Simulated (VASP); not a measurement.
A run of VASP 6.6.1 is set up as follows.

The input INCAR:

```
PREC = Accurate ; ENCUT = 520
EDIFF = 1E-7 ; ISMEAR = 0
SIGMA = 0.1 ; LREAL = F
LASPH = T ; NELM = 150
ALGO = Normal ; ISIF = 2
LWAVE = F ; LCHARG = T
ISPIN = 2 ; MAGMOM = 7 0 0 0
LORBIT = 11 ; LMAXMIX = 6
GGA = PE ; LELF = T
LVHAR = T ; NBANDS = 32
```

Contents of KPOINTS:

```
regular mesh
0
Gamma
  6 6 2
```

Contents of POSCAR:

```
EuGaP2
1.0
    3.3218618400      0.0000000000      0.0000000000
    0.0000000000      3.3218618400      0.0000000000
    0.0000000000      0.0000000000      7.7341822500
Eu Ga P
1 1 2
Direct
    0.5000000000      0.5000000000      0.5000000000
    0.0000000000      0.0000000000      0.5000000000
    0.0000000000      0.0000000000      0.2442783300
    0.0000000000      0.0000000000      0.7557216700
```

Potentials or basis: VASP PAW PBE potentials, release 64 (Eu, Ga_d, P).

Command:

```console
$ cat potpaw_PBE.64/Eu/POTCAR potpaw_PBE.64/Ga_d/POTCAR potpaw_PBE.64/P/POTCAR > POTCAR
$ mpirun -np 1 vasp_std > vasp.out
```

(1) Predict the net moment.

(2) Estimate the pressure.

## Answers

(1) 6.53 μB per cell.

(2) 44.2 GPa.

Caveat: the k points lie up to 0.41 Å⁻¹ apart; spin-orbit coupling is left out, which moves the levels of the heavy elements; this functional lacks dispersion, which binds layers or chains, so the pressure and a relaxed spacing across them are unreliable; a cell with one magnetic atom can't hold antiferromagnetic order, which such compounds often take; semilocal functionals describe open f shells poorly, which spoils levels, moments and volumes; forces of over 1 eV/Å act on the atoms, so gaps and moduli don't describe the material at rest.
